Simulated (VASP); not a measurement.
# TiO2 (Pbca) in VASP: a series of runs

TiO2 is run at these levels: PBE; tasks: single point.

Program: VASP 6.6.1. These are calculated values, not measurements. Logs are shortened: lines on timing, memory, paths and dates and some standing lists are left out, and cuts for length are marked.

## Step 1: The cell of the first run

Symmetry: Pbca, No. 61, orthorhombic system. The conventional cell has a = 5.213 Å, b = 9.306 Å, c = 5.519 Å, α = 90.00°, β = 90.00°, γ = 90.00°. Ti (site symmetry 1) has 6 O at 1.86 to 2.12 Å within 2.5 Å. Within 2.6 Å of O (site symmetry 1) lie 3 Ti at 1.93 to 2.12 Å and 1 O at 2.56 Å. O (site symmetry 1) has 3 Ti at 1.86 to 2.05 Å and 2 O at 2.50 to 2.56 Å within 2.6 Å.

## Step 2: Single point, PBE (11.15 Å³/atom)

INCAR reads:

```
SYSTEM = TiO2
PREC = Accurate ; ENCUT = 520
EDIFF = 1E-6 ; ISMEAR = -1
SIGMA = 0.02 ; LREAL = Auto
LASPH = .True. ; NELM = 80
ALGO = Normal ; ISIF = 2
LWAVE = .False. ; LCHARG = .False.
GGA = PE ; NBANDS = 114
```

KPOINTS reads:

```
regular mesh
0
Gamma
  5 3 5
  0 0 0
```

POSCAR reads:

```
TiO2
1.0
    5.2127051326      0.0000000000      0.0000000000
    0.0000000000      9.3058691241      0.0000000000
    0.0000000000      0.0000000000      5.5186792726
Ti O
8 16
Direct
    0.1368364508      0.1290894941      0.9095496393
    0.6368364508      0.3709105059      0.0904503607
    0.8631635492      0.6290894941      0.5904503607
    0.3631635492      0.8709105059      0.4095496393
    0.8631635492      0.8709105059      0.0904503607
    0.3631635492      0.6290894941      0.9095496393
    0.1368364508      0.3709105059      0.4095496393
    0.6368364508      0.1290894941      0.5904503607
    0.4635363846      0.2292148609      0.8934188594
    0.9635363846      0.2707851391      0.1065811406
    0.5364636154      0.7292148609      0.6065811406
    0.0364636154      0.7707851391      0.3934188594
    0.5364636154      0.7707851391      0.1065811406
    0.0364636154      0.7292148609      0.8934188594
    0.4635363846      0.2707851391      0.3934188594
    0.9635363846      0.2292148609      0.6065811406
    0.8189328866      0.0104764529      0.8519341705
    0.3189328866      0.4895235471      0.1480658295
    0.1810671134      0.5104764529      0.6480658295
    0.6810671134      0.9895235471      0.3519341705
    0.1810671134      0.9895235471      0.1480658295
    0.6810671134      0.5104764529      0.8519341705
    0.8189328866      0.4895235471      0.3519341705
    0.3189328866      0.0104764529      0.6480658295
```

Potentials or basis: VASP PAW PBE potentials, release 64 (Ti_sv, O).

Command:

```bash
cat potpaw_PBE.64/Ti_sv/POTCAR potpaw_PBE.64/O/POTCAR > POTCAR
mpirun -np 1 vasp_std > vasp.out
```

OUTCAR:

```text
SYSTEM = TiO2
   PREC = Accurate
   ENCUT = 520
   EDIFF = 1E-6
   ISMEAR = -1
   LREAL = Auto
   LASPH = .True.
   NELM = 80
   ISIF = 2
   GGA = PE

 ion  position               nearest neighbor table
   1  0.137  0.129  0.910-  21 1.86  10 1.93   9 1.94  17 2.02  24 2.05  16 2.12
   2  0.637  0.371  0.090-  22 1.86   9 1.93  10 1.94  18 2.02  23 2.05  15 2.12
   3  0.863  0.629  0.590-  23 1.86  12 1.93  11 1.94  19 2.02  22 2.05  14 2.12
   4  0.363  0.871  0.410-  24 1.86  11 1.93  12 1.94  20 2.02  21 2.05  13 2.12
   5  0.863  0.871  0.090-  17 1.86  14 1.93  13 1.94  21 2.02  20 2.05  12 2.12
   6  0.363  0.629  0.910-  18 1.86  13 1.93  14 1.94  22 2.02  19 2.05  11 2.12
   7  0.137  0.371  0.410-  19 1.86  16 1.93  15 1.94  23 2.02  18 2.05  10 2.12
   8  0.637  0.129  0.590-  20 1.86  15 1.93  16 1.94  24 2.02  17 2.05   9 2.12
   9  0.464  0.229  0.893-   2 1.93   1 1.94   8 2.12
  10  0.964  0.271  0.107-   1 1.93   2 1.94   7 2.12
  11  0.536  0.729  0.607-   4 1.93   3 1.94   6 2.12
  12  0.036  0.771  0.393-   3 1.93   4 1.94   5 2.12
  13  0.536  0.771  0.107-   6 1.93   5 1.94   4 2.12
  14  0.036  0.729  0.893-   5 1.93   6 1.94   3 2.12
[... 8 lines left out ...]
  23  0.819  0.490  0.352-   3 1.86   7 2.02   2 2.05
  24  0.319  0.010  0.648-   4 1.86   8 2.02   1 2.05

  LATTYP: Found a simple orthorhombic cell.
 ALAT       =     5.2127051326
 B/A-ratio  =     1.0586977648
 C/A-ratio  =     1.7852283771

  Lattice vectors:

 A1 = (  -5.2127051326,   0.0000000000,   0.0000000000)
 A2 = (   0.0000000000,   0.0000000000,   5.5186792726)
 A3 = (   0.0000000000,   9.3058691241,   0.0000000000)

Analysis of symmetry for initial positions (statically):
=====================================================================
 Subroutine PRICEL returns:
 Original cell was already a primitive cell.

 Routine SETGRP: Setting up the symmetry group for a
 simple orthorhombic supercell.

 Subroutine GETGRP returns: Found  8 space group operations
 (whereof  2 operations were pure point group operations)
 out of a pool of  8 trial point group operations.

The static configuration has the point symmetry S_2 .
 The point group associated with its full space group is D_2h.

Analysis of symmetry for dynamics (positions and initial velocities):
=====================================================================
 Subroutine PRICEL returns:
 Original cell was already a primitive cell.

 Routine SETGRP: Setting up the symmetry group for a
 simple orthorhombic supercell.

 Subroutine GETGRP returns: Found  8 space group operations
 (whereof  2 operations were pure point group operations)
 out of a pool of  8 trial point group operations.

The dynamic configuration has the point symmetry S_2 .
 The point group associated with its full space group is D_2h.

 Subroutine INISYM returns: Found  8 space group operations
 (whereof  2 operations are pure point group operations),
 and found     1 'primitive' translations

----------------------------------------------------------------------------------------

                                     Primitive cell

  volume of cell :     267.7042

  direct lattice vectors                    reciprocal lattice vectors
     5.212705133  0.000000000  0.000000000     0.191838973  0.000000000  0.000000000
     0.000000000  9.305869124  0.000000000     0.000000000  0.107459066  0.000000000
     0.000000000  0.000000000  5.518679273     0.000000000  0.000000000  0.181202775

  length of vectors
     5.212705133  9.305869124  5.518679273     0.191838973  0.107459066  0.181202775

  position of ions in fractional coordinates (direct lattice)
     0.136836451  0.129089494  0.909549639
     0.636836451  0.370910506  0.090450361
     0.863163549  0.629089494  0.590450361
     0.363163549  0.870910506  0.409549639
     0.863163549  0.870910506  0.090450361
     0.363163549  0.629089494  0.909549639
[... 16 lines left out ...]
     0.818932887  0.489523547  0.351934171
     0.318932887  0.010476453  0.648065829

  ion indices of the primitive-cell ions
   primitive index   ion index
                 1           1
                 2           2
                 3           3
                 4           4
                 5           5
                 6           6
[... 16 lines left out ...]
                23          23
                24          24

----------------------------------------------------------------------------------------

 KPOINTS: regular mesh

Automatic generation of k-mesh.
 Grid dimensions read from file:
 generate k-points for:    5    3    5

 Generating k-lattice:

  Cartesian coordinates                     Fractional coordinates (reciprocal lattice)
     0.038367795  0.000000000  0.000000000     0.200000000  0.000000000  0.000000000
     0.000000000  0.035819689  0.000000000     0.000000000  0.333333333  0.000000000
     0.000000000  0.000000000  0.036240555     0.000000000  0.000000000  0.200000000

  Length of vectors
     0.038367795  0.035819689  0.036240555

  Shift w.r.t. Gamma in fractional coordinates (k-lattice)
     0.000000000  0.000000000  0.000000000

 Subroutine IBZKPT returns following result:
 ===========================================

 Found     18 irreducible k-points:

 Following reciprocal coordinates:
            Coordinates               Weight
  0.000000  0.000000  0.000000      1.000000
  0.200000  0.000000  0.000000      2.000000
  0.400000  0.000000  0.000000      2.000000
  0.000000  0.333333  0.000000      2.000000
  0.200000  0.333333  0.000000      4.000000
  0.400000  0.333333  0.000000      4.000000
[... 10 lines left out ...]
  0.200000  0.333333  0.400000      8.000000
  0.400000  0.333333  0.400000      8.000000
   k-points           NKPTS =     18   k-points in BZ     NKDIM =     18   number of bands    NBANDS=    114
   number of dos      NEDOS =    301   number of ions     NIONS =     24
   total plane-waves  NPLWV = 117600
   dimension x,y,z NGX =    40 NGY =   70 NGZ =   42
   dimension x,y,z NGXF=    80 NGYF=  140 NGZF=   84
   ions per type =               8  16
   NGX,Y,Z   is equivalent  to a cutoff of  12.76, 12.51, 12.65 a.u.
   NGXF,Y,Z  is equivalent  to a cutoff of  25.51, 25.01, 25.30 a.u.
 SYSTEM =  TiO2
   PREC   = accura    normal or accurate (medium, high low for compatibility)
   ISTART =      0    job   : 0-new  1-cont  2-samecut
   ICHARG =      2    charge: 1-file 2-atom 10-const
   ISPIN  =      1    spin polarized calculation?
   LNONCOLLINEAR =      F non collinear calculations
   LSORBIT =      F    spin-orbit coupling
   LASPH  =      T    aspherical Exc in radial PAW
   ENCUT  =  520.0 eV  38.22 Ry    6.18 a.u.   9.69 17.30 10.26*2*pi/ulx,y,z
   NELM   =     80;   NELMIN=  2; NELMDL= -5     # of ELM steps
   EDIFF  = 0.1E-05   stopping-criterion for ELM
   LREAL  =      T    real-space projection
   EDIFFG = 0.1E-04   stopping-criterion for IOM
   NSW    =      0    number of steps for IOM
   IBRION =     -1    ionic relax: 0-MD 1-quasi-New 2-CG
   NFREE  =      0    steps in history (QN), initial steepest desc. (CG)
   ISIF   =      2    stress and relaxation
   ISYM   =      2    0-nonsym 1-usesym 2-fastsym
   POTIM  = 0.5000    time-step for ionic-motion
   TEBEG  =    0.0;   TEEND  =   0.0 temperature during run
   PSTRESS=    0.0 pullay stress
   NELECT =     192.0000    total number of electrons
   NUPDOWN=      -1.0000    fix difference up-down
   EMIN   =  10.00;   EMAX   =-10.00  energy-range for DOS
   EFERMI =   0.00;   METHOD = LEGACY
   ISMEAR =    -1;   SIGMA  =   0.02  broadening in eV -4-tet -1-fermi 0-gaus
   EFERMI_NEDOS =   21; number of points for ismear=-14 and -15
   IALGO  =     38    algorithm
   IMIX   =      4    mixing-type and parameters
     AMIX     =   0.40;   BMIX     =  1.00
     AMIX_MAG =   1.60;   BMIX_MAG =  1.00
  volume/ion in A,a.u.               =      11.15        75.27
  Fermi-wavevector in a.u.,A,eV,Ry     =   1.465402  2.769209 29.217198  2.147403
  Thomas-Fermi vector in A             =   2.581263
   LORBIT       =      0    0 simple, 1 ext, 2 COOP (PROOUT), +10 PAW based schemes
   GGA     = PE    functional components
   LHFCALC =     F    Hartree Fock is set to
   AEXX    =    0.0000 exact exchange contribution
   IVDW    =     0    specifies the selected vdW correction
   LEPSILON=     F    determine dielectric tensor
   LRPA    =     F    only Hartree local field effects (RPA)
 non-spin polarized calculation
  energy-cutoff  :      520.00
  volume of cell :      267.70
 maximum number of plane-waves:      7238
 NGX is ok and might be reduce to    40
   NGX = 19   NGY = 35   NGZ = 21

 number of electron     191.9999989 magnetization

 Free energy of the ion-electron system (eV)
  ---------------------------------------------------
  ext. energy  EPLUGINS =         0.00000000
  ---------------------------------------------------
  free energy    TOTEN  =      -215.09414314 eV

  energy without entropy =     -215.09414314  energy(sigma->0) =     -215.09414314

 E-fermi :   4.2555     XC(G=0): -10.9705

 val. band max:        3.7208146266   @ k =   0.0000   0.0000   0.0000
 cond. band min:       6.1139307216   @ k =   0.0000   0.0000   0.0000
 fundamental gap:      2.3931160950
 Fermi energy:         4.2555211489

 k-point     1 :       0.0000    0.0000    0.0000
  band No.  band energies     occupation
      1     -52.8319      2.00000
      2     -52.8237      2.00000
      3     -52.8104      2.00000
      4     -52.8076      2.00000
      5     -52.8072      2.00000
      6     -52.8022      2.00000
[... 100 lines left out ...]
    107       6.9489      0.00000
    108       6.9744      0.00000

 k-point     2 :       0.2000    0.0000    0.0000
  band No.  band energies     occupation
      1     -52.8295      2.00000
      2     -52.8222      2.00000
      3     -52.8096      2.00000
      4     -52.8092      2.00000
      5     -52.8083      2.00000
      6     -52.8010      2.00000
[... 1768 lines left out ...]
 k-point    18 :       0.4000    0.3333    0.4000
  band No.  band energies     occupation
      1     -52.8196      2.00000
      2     -52.8184      2.00000
      3     -52.8170      2.00000
      4     -52.8170      2.00000
      5     -52.7988      2.00000
      6     -52.7976      2.00000
[... 100 lines left out ...]
    107       7.0046      0.00000
    108       7.0197      0.00000
 [bands above 108 left out]

------------------------ aborting loop because EDIFF is reached ----------------------------------------

  FORCE on cell =-STRESS in cart. coord.  units (eV):
  Direction    XX          YY          ZZ          XY          YZ          ZX
  --------------------------------------------------------------------------------------
  -------------------------------------------------------------------------------------
  Total       -4.6388572     -3.8045894     -2.8940565      0.0000000      0.0000000      0.0000000
  in kB      -27.7629962    -22.7700047    -17.3205759      0.0000000      0.0000000      0.0000000
  external PRESSURE =     -22.6178590 kB  Pullay stress =       0.0000000 kB

 VOLUME and BASIS-vectors are now :
 -----------------------------------------------------------------------------
  energy-cutoff  :      520.00
  volume of cell :      267.70
      direct lattice vectors                 reciprocal lattice vectors
     5.212705133  0.000000000  0.000000000     0.191838973  0.000000000  0.000000000
     0.000000000  9.305869124  0.000000000     0.000000000  0.107459066  0.000000000
     0.000000000  0.000000000  5.518679273     0.000000000  0.000000000  0.181202775

 POSITION                                       TOTAL-FORCE (eV/Angst)
 -----------------------------------------------------------------------------------
      0.71329      1.20129      5.01951         0.007113      0.023893     -0.026595
      3.31964      3.45164      0.49917         0.007113     -0.023893      0.026595
      4.49942      5.85422      3.25851        -0.007113      0.023893      0.026595
      1.89306      8.10458      2.26017        -0.007113     -0.023893     -0.026595
      4.49942      8.10458      0.49917        -0.007113     -0.023893      0.026595
      1.89306      5.85422      5.01951        -0.007113      0.023893     -0.026595
[... 16 lines left out ...]
      4.26886      4.55544      1.94221        -0.028307     -0.020061     -0.037709
      1.66250      0.09749      3.57647        -0.028307      0.020061      0.037709
 -----------------------------------------------------------------------------------
    total drift:                               -0.000000      0.000000     -0.000000

  FREE ENERGIE OF THE ION-ELECTRON SYSTEM (eV)
  ---------------------------------------------------
  free  energy   TOTEN  =      -215.0941431381 eV

  energy  without entropy=     -215.0941431381  energy(sigma->0) =     -215.09414314
```

It took 19 min on 1 thread of Intel Xeon Platinum 8259CL at 2.50GHz (Skylake/Cascade Lake), shared host; peak memory 0.53 GiB.

Results:

```yaml
Free_energy: -215.0941 eV
Pressure: -2.3 GPa
Largest_force: 0.051 eV/Å
Band_gap_on_the_k_mesh: 2.39 eV
```

Forces on the atoms (eV/Å):
```
Ti   0.007  0.024 -0.027
Ti   0.007 -0.024  0.027
Ti  -0.007  0.024  0.027
Ti  -0.007 -0.024 -0.027
Ti  -0.007 -0.024  0.027
Ti  -0.007  0.024 -0.027
Ti   0.007 -0.024 -0.027
Ti   0.007  0.024  0.027
O    0.009 -0.001 -0.014
O    0.009  0.001  0.014
O   -0.009 -0.001  0.014
O   -0.009  0.001 -0.014
O   -0.009  0.001  0.014
O   -0.009 -0.001 -0.014
O    0.009  0.001 -0.014
O    0.009 -0.001  0.014
O   -0.028  0.020 -0.038
O   -0.028 -0.020  0.038
O    0.028  0.020  0.038
O    0.028 -0.020 -0.038
O    0.028 -0.020  0.038
O    0.028  0.020 -0.038
O   -0.028 -0.020 -0.038
O   -0.028  0.020  0.038
```

Caveat: an odd mesh through Γ misses points on the zone boundary, where band edges can lie.

(Part 1 of 2 ends here.)
